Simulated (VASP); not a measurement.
Wanted: the native input for a VASP 6.6.1 run.

| Quantity | Value |
| --- | --- |
| Task | single point |
| Functional | PBE |
| Potentials or basis | VASP PAW PBE potentials, release 64 (Mg_sv, O) |
| Cutoff | 750 eV |
| k mesh | 2 × 2 × 2 |
| Occupations | gaussian, width 0.05 eV |
| Spin | no spin polarisation |
| Dipole correction | no |
| Further INCAR settings | LREAL = Auto; ALGO = Normal; EDIFF = 1e-06; NBANDS = 83 |

The structure of Mg9O8 (a cell with a defect) lies in POSCAR:

```
Mg9O8
1.0
    0.0000000000      4.0260000000      4.0260000000
    4.0260000000      0.0000000000      4.0260000000
    4.0260000000      4.0260000000      0.0000000000
Mg O
9 8
Direct
   -0.0105638351     -0.0008996523      0.0222839046
    0.0463450075     -0.0468030303      0.5181179831
    0.0230606061      0.4972245405     -0.0109607551
   -0.0022501242      0.4908892201      0.5165101838
    0.4689546696      0.0146677844      0.0493428962
    0.4831774714     -0.0471675360      0.5187952062
    0.4918607799      0.4975917784     -0.0108717089
    0.5277819175      0.5962642822      0.3489716841
    0.5845806011      0.2088508445      0.6224057377
    0.2385792350      0.2520091903      0.2726584699
    0.2222262792      0.2203286140      0.7875091903
    0.2250403626      0.7590736463      0.2394745405
    0.2190386239      0.7621352459      0.8006141331
    0.7554166667      0.2499159215      0.2417557129
    0.7710692996      0.2217305017      0.7862059116
    0.7776886488      0.7581662941      0.2408746895
    0.7331340040      0.7710696721      0.7641138847
```

One way to write it, as run:

INCAR

```
  ALGO = Normal
  EDIFF = 1E-6
  ENCUT = 750
  GGA = PE
  GGA_COMPAT = F
  ISIF = 2
  ISMEAR = 0
  LASPH = T
  LCHARG = F
  LREAL = Auto
  LWAVE = F
  NBANDS = 83
  NELM = 120
  PREC = Accurate
  SIGMA = 0.05
```

KPOINTS

```
k-points
0
Gamma
  2 2 2
```

Potentials or basis: VASP PAW PBE potentials, release 64 (Mg_sv, O).

The run is started by

```sh
$ cat potpaw_PBE.64/Mg_sv/POTCAR potpaw_PBE.64/O/POTCAR > POTCAR
$ mpirun -np 1 vasp_std > vasp.out
```

Results of the run:

```yaml
Pressure: 89.9 GPa
Largest_force: 0.336 eV/Å
Band_gap_on_the_k_mesh: 0.16 eV
```

Caveat: the k points lie up to 0.68 Å⁻¹ apart.

Wall time 5.2 min on 1 thread of Intel(R) Xeon(R) Platinum 8488C (Sapphire Rapids), with other jobs on the host, peak memory 0.4 GiB.
